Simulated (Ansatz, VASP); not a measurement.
# Two plane-wave programs on HfSiO4

```xyz
12
Lattice="-3.2579 3.2579 2.9559 3.2579 -3.2579 2.9559 3.2579 3.2579 -2.9559" Properties=species:S:1:pos:R:3 pbc="T T T"
Hf    0.0000    0.0000    0.0000
Hf    0.0000    3.2579    1.4780
Si    3.2579    0.0000    1.4780
Si    0.0000    0.0000    2.9559
O     3.2579    2.0487   -1.0637
O     4.4671    0.0000    0.4142
O     2.0487    0.0000    0.4142
O     0.0000    1.2092    1.8922
O     2.0487    3.2579    1.0637
O     3.2579    1.2092    2.5417
O     3.2579   -1.2092    2.5417
O     1.2092    0.0000    4.0196
```

Change from the starting cell: hydrostatic strain -1.0%.

Alike in both runs: task single point; functional PBE; k mesh 6 × 6 × 6; occupations fermi-dirac, width 0.02 eV; no spin polarisation.

|  | VASP | Ansatz |
| --- | --- | --- |
| version | VASP 6.6.1 | Ansatz 0.2.0 |
| potentials or method | VASP PAW PBE potentials, release 64 (Hf_pv, Si, O) | plane waves, PAW |
| plane-wave cutoff (eV) | 520 | 420 |
| valence electrons in the cell | 76 | 108 |

|  | VASP | Ansatz | Ansatz less VASP |
| --- | --- | --- | --- |
| gap on the k mesh at the Fermi level (eV) | 5.55 | 5.60 | +0.054 |
| pressure (GPa) | 12.4 | 14.2 | +1.79 |
| traceless stress, the component that is largest in VASP (GPa) | 1.52 | 1.25 | -0.265 |
| rms of the force components (eV/Å) | 0.230 | 0.133 | -0.0965 |

Atom by atom the forces differ by 0.097 eV/Å (rms over components). The functional is the same, so the differences come from potentials, cutoffs and numerics. VASP's potentials hold 76 valence electrons a cell and Ansatz's 108, so a difference there can come from the potentials and not from the codes.

Spin-orbit coupling is off throughout.
